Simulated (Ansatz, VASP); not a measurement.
## NiO in VASP and in Ansatz

Contents of INCAR:

```
SYSTEM = NiO
PREC = Accurate
ENCUT = 520
EDIFF = 1E-6
ISMEAR = 0
SIGMA = 0.05
LREAL = .False.
LASPH = .True.
NELM = 150
ALGO = Normal
ISIF = 2
LWAVE = .False.
LCHARG = .False.
MAGMOM = 0 0 1.63 0 0 0
LORBIT = 11
LSORBIT = .True.
GGA_COMPAT = .False.
LORBMOM = .True.
LMAXMIX = 4
GGA = PE
NBANDS = 28
```

Contents of KPOINTS:

```
Automatic mesh
0
Gamma
  14 14 14
  0 0 0
```

POSCAR

```
NiO
1.0
    0.0000000000      2.1084927028      2.1084927028
    2.1084927028      0.0000000000      2.1084927028
    2.1084927028      2.1084927028      0.0000000000
Ni O
1 1
Direct
    0.0000000000      0.0000000000      0.0000000000
    0.5189708980      0.4810291020      0.5189708980
```

Input for Ansatz:

```yaml
crystal:
  lattice:
    - [0.0, 2.1084927028, 2.1084927028]
    - [2.1084927028, 0.0, 2.1084927028]
    - [2.1084927028, 2.1084927028, 0.0]
  atoms:
    - { symbol: Ni, position: [0.0, 0.0, 0.0], spin: 1.63, spin_axis: [0.0, 0.0, 1.0] }
    - { symbol: O, position: [0.518970898, 0.481029102, 0.518970898] }
basis:
  ecutwfc: 420
  ecutrho_ratio: 4
kpoints:
  mp_grid: { grid: [14, 14, 14] }
hamiltonian:
  xc: pbe
scf:
  occupations: { method: gaussian, width: 0.05 }
  lower_state_search: "off"
output:
  forces: true
  stress: true
  eigenvalues: true
  populations: true
  write_density: true
  write_potential: true
  elf: true
  volumetric_format: npy
magnetization:
  noncollinear: true
  spin_orbit: true
checkpoint:
  read: start.run
  write: ck
  compress: false
  write_wavefunctions: false
  write_every: 100000
```

Alike in both runs: task single point; functional PBE; k mesh 14 × 14 × 14; occupations gaussian, width 0.05 eV; non-collinear spin, spin-orbit coupling.

|  | VASP | Ansatz |
| --- | --- | --- |
| version | VASP 6.6.1 | Ansatz 0.2.0 |
| potentials or method | VASP PAW PBE potentials, release 64 (Ni, O), cutoff 520 eV | plane waves, PAW |
| valence electrons in the cell | 16 | 24 |

Ansatz gave:

```
pressure (GPa)                                                : 1.0
traceless stress, the component that is largest in VASP (GPa) : 1.64
rms of the force components (eV/Å)                            : 0.076
net moment per atom (μB)                                      : 0.93
```

Question: Estimate VASP's values.

Answer: Pressure (GPa): 0.5; traceless stress, the component that is largest in VASP (GPa): 1.64; rms of the force components (eV/Å): 0.092; net moment per atom (μB): 0.91.

Atom by atom the forces differ by 0.016 eV/Å (rms over components). The functional is the same, so the differences come from potentials, cutoffs and numerics. VASP's potentials hold 16 valence electrons a cell and Ansatz's 24, so a difference there can come from the potentials and not from the codes. Ansatz's warnings: stress scf threshold loose.
